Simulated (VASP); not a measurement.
Runs of VASP 6.6.1 on KIr3. The structure is that of space group Pm-3m (No. 221), or close to it. The cells are those of the table. 

```csv
task,cell,k mesh,cutoff (eV),gap on the mesh (eV),pressure (GPa),relaxed volume (Å³/atom)
single point,"a = 4.068 Å, 4 atoms",12 × 12 × 12,520,none,0.7,-
relaxation of cell and atoms,"relaxed from a = 4.203, b = 4.203, c = 4.160 Å, 4 atoms",4 × 4 × 4,600,none,-0.2,16.97
relaxation of cell and atoms,"relaxed from a = 4.072 Å, 4 atoms",12 × 12 × 12,600,none,0.0,(a)
single point,"a = 4.073, b = 4.073, c = 4.070 Å, 4 atoms",4 × 4 × 4,520,none,0.6,-
```

Alike in all rows: level PBE; potentials or basis VASP PAW PBE potentials, release 64 (K_sv, Ir); no spin polarisation; smearing gaussian 0.1 eV.

Task: Fill in the values left out.

Result: (a) 16.92.

Caveats: some runs use coarse meshes; spin-orbit coupling is left out, which moves the levels of the heavy elements.

A k mesh can miss the band edges, and the runs leave out spin-orbit coupling on Ir.

A gap of «none» marks levels without a gap at the run's occupations.
